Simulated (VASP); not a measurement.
# H17O8F in VASP: a series of runs

H17O8F is run at these levels: PBEsol; tasks: single point.

Program: VASP 6.6.1. These are calculated values, not measurements. Logs are shortened: lines on timing, memory, paths and dates and some standing lists are left out, and cuts for length are marked.

**1. The cell of the first run**

The cell holds an amorphous packing of atoms, 26 atoms: a = 6.029 Å, b = 6.029 Å, c = 6.029 Å, α = 90.00°, β = 90.00°, γ = 90.00°.

**2. Single point, PBEsol**

INCAR

```
SYSTEM = H17O8F
  ALGO = Normal
  EDIFF = 1E-7
  ENCUT = 520
  GGA = PS
  ISIF = 2
  ISMEAR = -1
  LASPH = .True.
  LCHARG = .True.
  LELF = .True.
  LREAL = Auto
  LVHAR = .True.
  LWAVE = .False.
  NBANDS = 55
  NELM = 60
  PREC = Accurate
  SIGMA = 0.02
```

KPOINTS

```
k-points
0
Gamma
  1 1 1
  0 0 0
```

POSCAR

```
H17O8F
1.0
    6.0294850000      0.0000000000      0.0000000000
    0.0000000000      6.0294850000      0.0000000000
    0.0000000000      0.0000000000      6.0294850000
O H F
8 17 1
Direct
    0.7500308899      0.0228543565      0.9288355473
    0.7830685374      0.5371603047      0.2587783202
    0.3076547997      0.2861770118      0.8357264343
    0.1856543303      0.9778778785      0.0950827475
    0.3458006778      0.6571207989      0.3288008843
    0.8709201532      1.0967769221      0.4300201427
    0.4515476861      0.0220085132      0.5591688179
    1.0328908688      0.7291667530      0.7563000820
    0.6382634669      0.1305915845      0.9706799171
    0.6601061285     -0.1015343765      0.9004085755
    0.7709945377      0.5710603808      0.1058796896
    0.7797680896      0.3868323746      0.3073230964
    0.2730083913      0.1996853794      0.9821402657
    0.3450211751      0.1675930863      0.7233951158
    0.2777185780      0.8640870655      0.1783236877
    0.1268433374      0.9019178255     -0.0329878920
    0.5058640995      0.6035175475      0.3035582641
    0.2483794221      0.5312394010      0.3725525480
    0.9271770309      1.1070597240      0.2738044792
    0.9373271515      0.9627853789      0.4924135312
    0.6128384099      0.0416287627      0.5006397727
    0.4004819649     -0.1241233704      0.5071577423
    0.8765756943      0.6814512351      0.7858548450
    1.0815019857      0.5723706088      0.7491352910
    0.4494413702      0.4334864420      0.8380815277
    0.6139164456      0.5482226094      0.8635231699
```

Potentials or basis: VASP PAW PBE potentials, release 64 (O, H, F).

Started as:

```
$ cat potpaw_PBE.64/O/POTCAR potpaw_PBE.64/H/POTCAR potpaw_PBE.64/F/POTCAR > POTCAR
$ mpirun -np 1 vasp_gam > vasp.out
```

OUTCAR:

```text
SYSTEM = H17O8F
   EDIFF = 1E-7
   ENCUT = 520
   GGA = PS
   ISIF = 2
   ISMEAR = -1
   LASPH = .True.
   LREAL = Auto
   NELM = 60
   PREC = Accurate

 ion  position               nearest neighbor table
   1  0.750  0.023  0.929-  10 0.94   9 0.97
   2  0.783  0.537  0.259-  11 0.95  12 0.95
   3  0.308  0.286  0.836-  14 1.01  13 1.05  25 1.23
   4  0.186  0.978  0.095-  16 0.97  15 1.02
   5  0.346  0.657  0.329-  18 1.00  17 1.03
   6  0.871  0.097  0.430-  20 0.98  19 1.00
   7  0.452  0.022  0.559-  22 0.98  21 1.04
   8  0.033  0.729  0.756-  24 0.99  23 1.00
   9  0.638  0.131  0.971-   1 0.97
  10  0.660  0.898  0.900-   1 0.94
  11  0.771  0.571  0.106-   2 0.95
  12  0.780  0.387  0.307-   2 0.95
  13  0.273  0.200  0.982-   3 1.05
  14  0.345  0.168  0.723-   3 1.01
[... 8 lines left out ...]
  23  0.877  0.681  0.786-   8 1.00
  24  0.082  0.572  0.749-   8 0.99
  25  0.449  0.433  0.838-  26 1.22   3 1.23
  26  0.614  0.548  0.864-  25 1.22

  LATTYP: Found a simple cubic cell.
 ALAT       =     6.0294850000

  Lattice vectors:

 A1 = (   6.0294850000,   0.0000000000,   0.0000000000)
 A2 = (   0.0000000000,   6.0294850000,   0.0000000000)
 A3 = (   0.0000000000,   0.0000000000,   6.0294850000)

Analysis of symmetry for initial positions (statically):
=====================================================================
 Subroutine PRICEL returns:
 Original cell was already a primitive cell.

 Routine SETGRP: Setting up the symmetry group for a
 simple cubic supercell.

 Subroutine GETGRP returns: Found  1 space group operations
 (whereof  1 operations were pure point group operations)
 out of a pool of 48 trial point group operations.

The static configuration has the point symmetry C_1 .

Analysis of symmetry for dynamics (positions and initial velocities):
=====================================================================
 Subroutine PRICEL returns:
 Original cell was already a primitive cell.

 Routine SETGRP: Setting up the symmetry group for a
 simple cubic supercell.

 Subroutine GETGRP returns: Found  1 space group operations
 (whereof  1 operations were pure point group operations)
 out of a pool of 48 trial point group operations.

The dynamic configuration has the point symmetry C_1 .

 Subroutine INISYM returns: Found  1 space group operations
 (whereof  1 operations are pure point group operations),
 and found     1 'primitive' translations

----------------------------------------------------------------------------------------

                                     Primitive cell

  volume of cell :     219.2001

  direct lattice vectors                    reciprocal lattice vectors
     6.029485000  0.000000000  0.000000000     0.165851644  0.000000000  0.000000000
     0.000000000  6.029485000  0.000000000     0.000000000  0.165851644  0.000000000
     0.000000000  0.000000000  6.029485000     0.000000000  0.000000000  0.165851644

  length of vectors
     6.029485000  6.029485000  6.029485000     0.165851644  0.165851644  0.165851644

  position of ions in fractional coordinates (direct lattice)
     0.750030890  0.022854356  0.928835547
     0.783068537  0.537160305  0.258778320
     0.307654800  0.286177012  0.835726434
     0.185654330  0.977877879  0.095082748
     0.345800678  0.657120799  0.328800884
     0.870920153  0.096776922  0.430020143
[... 18 lines left out ...]
     0.449441370  0.433486442  0.838081528
     0.613916446  0.548222609  0.863523170

  ion indices of the primitive-cell ions
   primitive index   ion index
                 1           1
                 2           2
                 3           3
                 4           4
                 5           5
                 6           6
[... 18 lines left out ...]
                25          25
                26          26

----------------------------------------------------------------------------------------

 KPOINTS: k-points

Automatic generation of k-mesh.
 Grid dimensions read from file:
 generate k-points for:    1    1    1

 Generating k-lattice:

  Cartesian coordinates                     Fractional coordinates (reciprocal lattice)
     0.165851644  0.000000000  0.000000000     1.000000000  0.000000000  0.000000000
     0.000000000  0.165851644  0.000000000     0.000000000  1.000000000  0.000000000
     0.000000000  0.000000000  0.165851644     0.000000000  0.000000000  1.000000000

  Length of vectors
     0.165851644  0.165851644  0.165851644

  Shift w.r.t. Gamma in fractional coordinates (k-lattice)
     0.000000000  0.000000000  0.000000000

 Subroutine IBZKPT returns following result:
 ===========================================

 Found      1 irreducible k-points:

 Following reciprocal coordinates:
            Coordinates               Weight
  0.000000  0.000000  0.000000      1.000000
   k-points           NKPTS =      1   k-points in BZ     NKDIM =      1   number of bands    NBANDS=     55
   number of dos      NEDOS =    301   number of ions     NIONS =     26
   total plane-waves  NPLWV = 110592
   dimension x,y,z NGX =    48 NGY =   48 NGZ =   48
   dimension x,y,z NGXF=    96 NGYF=   96 NGZF=   96
   ions per type =               8  17   1
   NGX,Y,Z   is equivalent  to a cutoff of  13.23, 13.23, 13.23 a.u.
   NGXF,Y,Z  is equivalent  to a cutoff of  26.47, 26.47, 26.47 a.u.
 SYSTEM =  H17O8F
   PREC   = accura    normal or accurate (medium, high low for compatibility)
   ISTART =      0    job   : 0-new  1-cont  2-samecut
   ICHARG =      2    charge: 1-file 2-atom 10-const
   ISPIN  =      1    spin polarized calculation?
   LNONCOLLINEAR =      F non collinear calculations
   LSORBIT =      F    spin-orbit coupling
   LASPH  =      T    aspherical Exc in radial PAW
   ENCUT  =  520.0 eV  38.22 Ry    6.18 a.u.  11.21 11.21 11.21*2*pi/ulx,y,z
   NELM   =     60;   NELMIN=  2; NELMDL= -5     # of ELM steps
   EDIFF  = 0.1E-06   stopping-criterion for ELM
   LREAL  =      T    real-space projection
   EDIFFG = 0.1E-05   stopping-criterion for IOM
   NSW    =      0    number of steps for IOM
   IBRION =     -1    ionic relax: 0-MD 1-quasi-New 2-CG
   NFREE  =      0    steps in history (QN), initial steepest desc. (CG)
   ISIF   =      2    stress and relaxation
   ISYM   =      2    0-nonsym 1-usesym 2-fastsym
   POTIM  = 0.5000    time-step for ionic-motion
   TEBEG  =    0.0;   TEEND  =   0.0 temperature during run
   PSTRESS=    0.0 pullay stress
   NELECT =      72.0000    total number of electrons
   NUPDOWN=      -1.0000    fix difference up-down
   EMIN   =  10.00;   EMAX   =-10.00  energy-range for DOS
   EFERMI =   0.00;   METHOD = LEGACY
   ISMEAR =    -1;   SIGMA  =   0.02  broadening in eV -4-tet -1-fermi 0-gaus
   EFERMI_NEDOS =   21; number of points for ismear=-14 and -15
   IALGO  =     38    algorithm
   IMIX   =      4    mixing-type and parameters
     AMIX     =   0.40;   BMIX     =  1.00
     AMIX_MAG =   1.60;   BMIX_MAG =  1.00
  volume/ion in A,a.u.               =       8.43        56.89
  Fermi-wavevector in a.u.,A,eV,Ry     =   1.129550  2.134540 17.359444  1.275883
  Thomas-Fermi vector in A             =   2.266244
   LORBIT       =      0    0 simple, 1 ext, 2 COOP (PROOUT), +10 PAW based schemes
   GGA     = PS    functional components
   LHFCALC =     F    Hartree Fock is set to
   AEXX    =    0.0000 exact exchange contribution
   IVDW    =     0    specifies the selected vdW correction
   LEPSILON=     F    determine dielectric tensor
   LRPA    =     F    only Hartree local field effects (RPA)
 non-spin polarized calculation
  energy-cutoff  :      520.00
  volume of cell :      219.20
 maximum number of plane-waves:      2944
 NGX is ok and might be reduce to    48
   NGX = 23   NGY = 23   NGZ = 23

 number of electron      72.0000006 magnetization

 Free energy of the ion-electron system (eV)
  ---------------------------------------------------
  ext. energy  EPLUGINS =         0.00000000
  ---------------------------------------------------
  free energy    TOTEN  =      -125.95820076 eV

  energy without entropy =     -125.95820076  energy(sigma->0) =     -125.95820076

 E-fermi :  -2.1659     XC(G=0):  -7.7299

 val. band max:       -2.6989791025   @ k =   0.0000   0.0000   0.0000
 cond. band min:       1.6850042810   @ k =   0.0000   0.0000   0.0000
 fundamental gap:      4.3839833835
 Fermi energy:        -2.1659067561

 k-point     1 :       0.0000    0.0000    0.0000
  band No.  band energies     occupation
      1     -23.8339      2.00000
      2     -22.0700      2.00000
      3     -21.8440      2.00000
      4     -21.6456      2.00000
      5     -21.4822      2.00000
      6     -21.3213      2.00000
[... 40 lines left out ...]
     47       8.1809      0.00000
     48       8.3417      0.00000
 [bands above 48 left out]

------------------------ aborting loop because EDIFF is reached ----------------------------------------

  FORCE on cell =-STRESS in cart. coord.  units (eV):
  Direction    XX          YY          ZZ          XY          YZ          ZX
  --------------------------------------------------------------------------------------
  -------------------------------------------------------------------------------------
  Total       -1.5873785      0.4942291      4.0956376     -2.7144386      3.1058288      2.1308326
  in kB      -11.6024693      3.6124200     29.9358398    -19.8403784     22.7011280     15.5746843
  external PRESSURE =       7.3152635 kB  Pullay stress =       0.0000000 kB

 VOLUME and BASIS-vectors are now :
 -----------------------------------------------------------------------------
  energy-cutoff  :      520.00
  volume of cell :      219.20
      direct lattice vectors                 reciprocal lattice vectors
     6.029485000  0.000000000  0.000000000     0.165851644  0.000000000  0.000000000
     0.000000000  6.029485000  0.000000000     0.000000000  0.165851644  0.000000000
     0.000000000  0.000000000  6.029485000     0.000000000  0.000000000  0.165851644

 POSITION                                       TOTAL-FORCE (eV/Angst)
 -----------------------------------------------------------------------------------
      4.52230      0.13780      5.60040         0.830056      1.443304      0.789610
      4.72150      3.23880      1.56030        -0.098207      1.549080      2.353340
      1.85500      1.72550      5.03900         0.013515      1.817465      1.216360
      1.11940      5.89610      0.57330         1.037860      0.987133      1.357207
      2.08500      3.96210      1.98250         0.646993     -0.910475      0.342417
      5.25120      0.58352      2.59280        -0.099968      0.628301     -0.873762
[... 18 lines left out ...]
      2.70990      2.61370      5.05320         0.319508     -0.639799      0.463072
      3.70160      3.30550      5.20660        -0.711867     -0.012889     -0.392300
 -----------------------------------------------------------------------------------
    total drift:                               -0.005372     -0.001974      0.005521

  FREE ENERGIE OF THE ION-ELECTRON SYSTEM (eV)
  ---------------------------------------------------
  free  energy   TOTEN  =      -125.9582007628 eV

  energy  without entropy=     -125.9582007628  energy(sigma->0) =     -125.95820076
```

Run time: 29 s. Hardware: 1 thread of Intel Xeon 6975P-C, shared host; peak memory 0.31 GiB.

What came out:

| Quantity | Value |
| --- | --- |
| Free energy | -125.9582 eV |
| Pressure | 0.7 GPa |
| Largest force | 2.819 eV/Å |
| Band gap on the k mesh | 4.38 eV |

Forces in eV/Å, atoms in the order of the input:
```
O    0.830  1.443  0.790
O   -0.098  1.549  2.353
O    0.014  1.817  1.216
O    1.038  0.987  1.357
O    0.647 -0.910  0.342
O   -0.100  0.628 -0.874
O    1.211  0.092 -0.541
O   -0.937 -1.484 -0.143
H    0.009  0.442 -0.095
H   -1.085 -1.745 -0.542
H   -0.357 -0.686 -1.826
H    0.071 -1.148 -0.201
H   -0.042 -0.128 -0.691
H    0.629 -0.541 -0.854
H   -0.676  0.297 -0.265
H   -0.684 -0.829 -0.968
H   -0.658 -0.004  0.238
H    0.654  0.785 -0.362
H    0.043 -0.887  0.652
H    0.292 -0.092  0.141
H   -1.123  0.089  0.522
H   -0.171 -0.168 -0.060
H   -0.093  0.819 -0.173
H    0.977  0.326 -0.086
H    0.320 -0.640  0.463
F   -0.712 -0.013 -0.392
```

Caveat: the k points lie up to 1.04 Å⁻¹ apart; the PAW data sets were made with another functional, which shifts forces and pressure a little.

**3. Single point, PBEsol**

INCAR

```
SYSTEM = H17O8F
ALGO = Normal ; EDIFF = 1E-7
ENCUT = 520 ; GGA = PS
ISIF = 2 ; ISMEAR = -1
LASPH = .True. ; LCHARG = .False.
LREAL = Auto ; LWAVE = .False.
NBANDS = 55 ; NELM = 80
PREC = Accurate ; SIGMA = 0.02
```

KPOINTS is that of step 2.

POSCAR

```
H17O8F
1.0
    6.0294850000      0.0000000000      0.0000000000
    0.0000000000      6.0294850000      0.0000000000
    0.0000000000      0.0000000000      6.0294850000
O H F
8 17 1
Direct
    0.7734657272      0.0397878094      0.9482070193
    0.7371276320      0.6047780200      0.2924462039
    0.3117845056      0.2630738778      0.8345488877
    0.1406919496      0.9854241283      0.1331622850
    0.3389012494      0.5967010449      0.4130866898
    0.8561261866      1.1186693391      0.4464394554
    0.4596080760      0.0096525657      0.5419368321
    1.0171349626      0.6767410484      0.7819573313
    0.7441431565      0.1807119514      0.8811863700
    0.6472360409     -0.0466540675      0.8853160759
    0.7084021272      0.5949098472      0.1260804198
    0.8439526759      0.4893286906      0.2977368714
    0.2522603506      0.1444236116      0.9553386400
    0.3861026273      0.1403104909      0.7165786133
    0.2299864748      0.8629261040      0.2108471951
    0.0282611201      0.9038748749      0.0399536611
    0.4974056657      0.5574107905      0.3422348675
    0.2507179303      0.4705542845      0.4364054310
    0.9558361950      1.0606544340      0.3163951813
    0.9530664725      1.0663597306      0.5708613588
    0.6255592310     -0.0009453544      0.4963939706
    0.3808451302     -0.1297125708      0.5083684593
    0.8770732492      0.5808953833      0.7487870025
    1.1191337237      0.5621375623      0.7970332458
    0.4703552625      0.3723866964      0.8938906059
    0.6165037312      0.4893618609      0.8719484334
```

Potentials or basis: VASP PAW PBE potentials, release 64 (O, H, F).

Started as:

```
$ cat potpaw_PBE.64/O/POTCAR potpaw_PBE.64/H/POTCAR potpaw_PBE.64/F/POTCAR > POTCAR
$ mpirun -np 1 vasp_gam > vasp.out
```

Wall time 34 s (1 thread of Intel Xeon 6975P-C, shared host); peak memory 0.31 GiB.

It converged, with:

```
Free energy            : -125.7351 eV
Pressure               : -0.6 GPa
Largest force          : 3.684 eV/Å
Band gap on the k mesh : 4.64 eV
```

Forces in eV/Å, atoms in the order of the input:
```
O   -1.286 -1.351 -0.335
O   -0.869  0.794 -2.246
O   -0.172 -2.430  1.078
O    0.707 -1.631  0.644
O    1.995  1.734 -1.387
O    2.070 -0.794 -0.088
O    0.599 -0.139  0.227
O   -3.588  0.410 -0.727
H    0.076  1.377 -0.185
H    0.859  0.090  0.344
H   -0.066  0.327  0.627
H    0.944 -1.366  0.824
H    0.418  1.438 -0.663
H   -0.419  0.922 -0.162
H   -0.698  0.896 -0.652
H    0.257  0.288 -0.080
H   -1.332  0.257  1.281
H   -0.840 -1.452  0.299
H   -0.905  0.565  0.674
H   -0.804  0.368 -0.405
H   -0.754  0.550  0.043
H    0.193 -0.603  0.260
H    1.252  1.630  0.576
H    2.433 -2.000  0.296
H   -0.653 -0.065 -0.855
F    0.584  0.186  0.612
```

Stress tensor (GPa, compression positive):
```
 0.52 -1.28  0.62
-1.28 -0.52 -0.39
 0.62 -0.39 -1.84
```

Levels at points of the mesh, in eV from the valence-band top:
```tsv
k point	band 34	band 35	band 36	band 37	band 38	band 39
(0.00, 0.00, 0.00)	-0.38	-0.18	0.00	4.64	7.88	8.35
```

Caveat: the k points lie up to 1.04 Å⁻¹ apart; the PAW data sets were made with another functional, which shifts forces and pressure a little.

(Part 1 of 2 ends here.)
